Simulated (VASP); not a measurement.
# Li2Nb (P6/mmm) in VASP: notebook, part 2 of 2

VASP 6.6.1. Earlier steps stand in the parts before.

## (4) Single point, PBE (12.23 Å³/atom)

This run uses another cell than the first one, of 12.23 Å³/atom.

INCAR reads:

```
SYSTEM = Li2Nb
PREC     = Accurate       ! precision mode
ENCUT    = 520            ! plane-wave cutoff, eV
EDIFF    = 1E-7           ! SCF threshold, eV
ISMEAR   = -1             ! smearing method
SIGMA    = 0.05           ! smearing width, eV
LREAL    = .FALSE.        ! projectors in reciprocal space
LASPH    = .TRUE.         ! aspherical terms in the spheres
NELM     = 60             ! most SCF steps
ALGO     = Normal         ! electronic algorithm
ISIF     = 2              ! what is computed and relaxed
LWAVE    = .FALSE.        ! write WAVECAR
LCHARG   = .FALSE.        ! write CHGCAR
GGA      = PE             ! functional
NBANDS   = 16             ! bands
```

KPOINTS reads:

```
regular mesh
0
G
  11 11 5
  0 0 0
```

POSCAR reads:

```
Li2Nb
1.0
    2.7622644449      0.0000000000      0.0000000000
   -1.3811322224      2.3921911758      0.0000000000
    0.0000000000      0.0000000000      5.5510301418
Li Nb
2 1
Direct
    0.0000000000      0.0000000000      0.1605760300
    0.0000000000      0.0000000000      0.8394239700
    0.0000000000      0.0000000000      0.5000000000
```

Started as:

```bash
$ cat potpaw_PBE.64/Li_sv/POTCAR potpaw_PBE.64/Nb_sv/POTCAR > POTCAR
$ mpirun -np 1 vasp_std > vasp.out
```

Wall time 23 s (1 thread of Intel Xeon Platinum 8259CL at 2.50GHz (Skylake/Cascade Lake), shared host); peak memory 0.17 GiB.

The run converged. Its results:

| Property | Result |
| --- | --- |
| Free energy | -8.4982 eV |
| Largest force | 3.605 eV/Å |
| Band gap on the k mesh | zero (an odd number of electrons rules out a gap without spin polarisation) |

Forces on the atoms (eV/Å):
```
Li   0.000  0.000 -3.605
Li   0.000  0.000  3.605
Nb   0.000  0.000  0.000
```

Levels at points of the mesh, in eV from the Fermi level:
```
           k point  band 7  band 8  band 9  band 10  band 11  band 12  band 13  band 14
(0.00, 0.00, 0.00)   -5.51   -2.73   -0.76    -0.14     0.44     0.44     2.85     2.85
```

Caveat: the cutoff is under 1.25 times the usual one of these potentials, so pressure, stress and relaxed cells hold a basis-set (Pulay) error; atoms lie so close that the PAW spheres overlap strongly, which falsifies energies and pressures; forces of over 1 eV/Å act on the atoms, so gaps and moduli don't describe the material at rest.

## (5) Single point, PBE

This run uses another cell than the first one, of 12.48 Å³/atom.

INCAR reads:

```
ALGO = Fast
EDIFF = 1E-6
ENCUT = 520
GGA = PE
ISIF = 2
ISMEAR = -1
LASPH = True
LCHARG = False
LREAL = False
LWAVE = False
NBANDS = 16
NELM = 60
PREC = Accurate
SIGMA = 0.05
```

KPOINTS reads:

```
k-points
0
Gamma
  11 11 5
```

POSCAR reads:

```
Li2Nb
1.0
    2.7809289600      0.0000000000      0.0000000000
   -1.3904644800      2.4083551200      0.0000000000
    0.0000000000      0.0000000000      5.5885382400
Li Nb
2 1
Direct
    0.0000000000      0.0000000000      0.1605760300
    0.0000000000      0.0000000000      0.8394239700
    0.0000000000      0.0000000000      0.5000000000
```

Started as:

```bash
$ cat potpaw_PBE.64/Li_sv/POTCAR potpaw_PBE.64/Nb_sv/POTCAR > POTCAR
$ mpirun -np 1 vasp_std > vasp.out
```

Run time: 80 s. Hardware: 1 thread of Intel Xeon Platinum 8259CL at 2.50GHz (Skylake/Cascade Lake), shared host; peak memory 0.17 GiB.

It converged, with:

```
Free energy            : -8.6616 eV
Largest force          : 3.463 eV/Å
Band gap on the k mesh : zero (an odd number of electrons rules out a gap without spin polarisation)
```

Forces in eV/Å, atoms in the order of the input:
```
Li   0.000  0.000 -3.463
Li   0.000  0.000  3.463
Nb   0.000  0.000  0.000
```

Levels at points of the mesh, in eV from the Fermi level:
```csv
k point,band 8,band 9,band 10,band 11,band 12,band 13
"(0.00, 0.00, 0.00)",-2.70,-0.77,-0.17,0.46,0.46,2.80
```

Caveat: the cutoff is under 1.25 times the usual one of these potentials, so pressure, stress and relaxed cells hold a basis-set (Pulay) error; atoms lie so close that the PAW spheres overlap strongly, which falsifies energies and pressures; forces of over 1 eV/Å act on the atoms, so gaps and moduli don't describe the material at rest.

## (6) Single point, PBE (12.48 Å³/atom)

This run uses another cell than the first one, of 12.48 Å³/atom.

INCAR reads:

```
SYSTEM = Li2Nb
  PREC = Accurate
  ENCUT = 520
  EDIFF = 1E-7
  ISMEAR = -1
  SIGMA = 0.05
  LREAL = .FALSE.
  LASPH = .TRUE.
  NELM = 60
  ALGO = Normal
  ISIF = 2
  LWAVE = .FALSE.
  LCHARG = .FALSE.
  GGA = PE
  NBANDS = 16
```

KPOINTS reads:

```
Automatic mesh
0
G
  11 11 5
  0 0 0
```

POSCAR is that of step 5.

Potentials or basis: VASP PAW PBE potentials, release 64 (Li_sv, Nb_sv).

Started as:

```bash
$ cat potpaw_PBE.64/Li_sv/POTCAR potpaw_PBE.64/Nb_sv/POTCAR > POTCAR
$ mpirun -np 1 vasp_std > vasp.out
```

OUTCAR:

```text
SYSTEM = Li2Nb
   PREC = Accurate
   ENCUT = 520
   EDIFF = 1E-7
   ISMEAR = -1
   LREAL = .FALSE.
   LASPH = .TRUE.
   NELM = 60
   ISIF = 2
   GGA = PE

 ion  position               nearest neighbor table
   1  0.000  0.000  0.161-   2 1.79   3 1.90
   2  0.000  0.000  0.839-   1 1.79   3 1.90
   3  0.000  0.000  0.500-   1 1.90   2 1.90

  LATTYP: Found a hexagonal cell.
 ALAT       =     2.7809289600
 C/A-ratio  =     2.0095940315

[... 648 lines left out ...]

  FORCE on cell =-STRESS in cart. coord.  units (eV):
  Direction    XX          YY          ZZ          XY          YZ          ZX
  --------------------------------------------------------------------------------------
  -------------------------------------------------------------------------------------
  Total       -0.1180756     -0.1180756     23.5169853      0.0000000      0.0000000      0.0000000
  in kB       -5.0543138     -5.0543138   1006.6617870      0.0000000      0.0000000      0.0000000
  external PRESSURE =     332.1843865 kB  Pullay stress =       0.0000000 kB

 VOLUME and BASIS-vectors are now :
 -----------------------------------------------------------------------------
  energy-cutoff  :      520.00
  volume of cell :       37.43
      direct lattice vectors                 reciprocal lattice vectors
     2.780928960  0.000000000  0.000000000     0.359592070  0.207610579  0.000000000
    -1.390464480  2.408355120  0.000000000     0.000000000  0.415221157  0.000000000
     0.000000000  0.000000000  5.588538240     0.000000000  0.000000000  0.178937668

 POSITION                                       TOTAL-FORCE (eV/Angst)
 -----------------------------------------------------------------------------------
      0.00000      0.00000      0.89739        -0.000000     -0.000000     -3.462580
      0.00000      0.00000      4.69115         0.000000      0.000000      3.462580
      0.00000      0.00000      2.79427         0.000000     -0.000000     -0.000000
 -----------------------------------------------------------------------------------
    total drift:                                0.000000     -0.000000      0.000000

  FREE ENERGIE OF THE ION-ELECTRON SYSTEM (eV)
  ---------------------------------------------------
  free  energy   TOTEN  =        -8.6617952774 eV

  energy  without entropy=       -8.6460441885  energy(sigma->0) =       -8.65391973
```

OSZICAR:

```text
N       E                     dE             d eps       ncg     rms          rms(c)
DAV:   1     0.171634691872E+03    0.17163E+03   -0.99178E+03  1544   0.125E+03
DAV:   2     0.800819844193E+01   -0.16363E+03   -0.15830E+03  1912   0.413E+02
DAV:   3    -0.850615005386E+01   -0.16514E+02   -0.16140E+02  3048   0.809E+01
DAV:   4    -0.900361595499E+01   -0.49747E+00   -0.49655E+00  1808   0.190E+01
DAV:   5    -0.902516908204E+01   -0.21553E-01   -0.21547E-01  2824   0.360E+00    0.758E+00
DAV:   6    -0.868329860963E+01    0.34187E+00   -0.11615E+00  2488   0.905E+00    0.258E+00
DAV:   7    -0.865045003634E+01    0.32849E-01   -0.19263E-01  1872   0.241E+00    0.125E+00
DAV:   8    -0.865643637075E+01   -0.59863E-02   -0.52768E-02  2552   0.194E+00    0.608E-01
DAV:   9    -0.866181701119E+01   -0.53806E-02   -0.12524E-02  1744   0.115E+00    0.612E-02
DAV:  10    -0.866178770954E+01    0.29302E-04   -0.17642E-03  2736   0.290E-01    0.801E-02
DAV:  11    -0.866180656285E+01   -0.18853E-04   -0.92493E-05  1824   0.106E-01    0.196E-02
DAV:  12    -0.866179393077E+01    0.12632E-04   -0.99315E-06  2664   0.306E-02    0.107E-02
DAV:  13    -0.866179566189E+01   -0.17311E-05   -0.26120E-06  1848   0.187E-02    0.277E-03
DAV:  14    -0.866179531140E+01    0.35049E-06   -0.25344E-07  2000   0.456E-03    0.929E-04
DAV:  15    -0.866179527743E+01    0.33968E-07   -0.17130E-08  1392   0.172E-03
   1 F= -.86617953E+01 E0= -.86539197E+01  d E =-.157511E-01
```

stdout:

```text
POSCAR found type information on POSCAR LiNb
 POSCAR found :  2 types and       3 ions
 scaLAPACK will be used
 LDA part: xc-table for (Slater+PW92), standard interpolation
 POSCAR, INCAR and KPOINTS ok, starting setup
 FFT: planning ... GRIDC
 FFT: planning ... GRID_SOFT
 FFT: planning ... GRID
 WAVECAR not read
 entering main loop
```

Wall time 24 s (1 thread of Intel Xeon Platinum 8259CL at 2.50GHz (Skylake/Cascade Lake), shared host); peak memory 0.17 GiB.

What came out:

```yaml
Free_energy: -8.6618 eV
Largest_force: 3.463 eV/Å
Band_gap_on_the_k_mesh: zero (an odd number of electrons rules out a gap without spin polarisation)
```

Forces on the atoms (eV/Å):
```
Li   0.000  0.000 -3.463
Li   0.000  0.000  3.463
Nb   0.000  0.000  0.000
```

Levels at points of the mesh, in eV from the Fermi level:
| k point | band 8 | band 9 | band 10 | band 11 | band 12 | band 13 |
| --- | --- | --- | --- | --- | --- | --- |
| (0.00, 0.00, 0.00) | -2.70 | -0.77 | -0.17 | 0.46 | 0.46 | 2.80 |

Caveat: the cutoff is under 1.25 times the usual one of these potentials, so pressure, stress and relaxed cells hold a basis-set (Pulay) error; atoms lie so close that the PAW spheres overlap strongly, which falsifies energies and pressures; forces of over 1 eV/Å act on the atoms, so gaps and moduli don't describe the material at rest.

## (7) Overview

```csv
cell,gap on the mesh (eV),largest force (eV/Å)
"a = 2.724, b = 2.724, c = 5.474 Å, angles 90.0, 90.0, 120.0°, 3 atoms",none,3.92
"a = 2.743, b = 2.743, c = 5.513 Å, angles 90.0, 90.0, 120.0°, 3 atoms",none,3.76
"a = 2.762, b = 2.762, c = 5.551 Å, angles 90.0, 90.0, 120.0°, 3 atoms",none,3.61
"a = 2.781, b = 2.781, c = 5.589 Å, angles 90.0, 90.0, 120.0°, 3 atoms",none,3.46
```

Alike in all rows: task single point; level PBE; potentials or basis VASP PAW PBE potentials, release 64 (Li_sv, Nb_sv); no spin polarisation; k mesh 11 × 11 × 5; cutoff (eV) 520; smearing fermi-dirac 0.05 eV.

Caveats: the cutoff is under 1.25 times the usual one of these potentials, so pressure, stress and relaxed cells hold a basis-set (Pulay) error; atoms lie so close that the PAW spheres overlap strongly, which falsifies energies and pressures; forces of over 1 eV/Å act on the atoms, so gaps and moduli don't describe the material at rest.

Absolute energies hang on the potentials; compare differences alone.
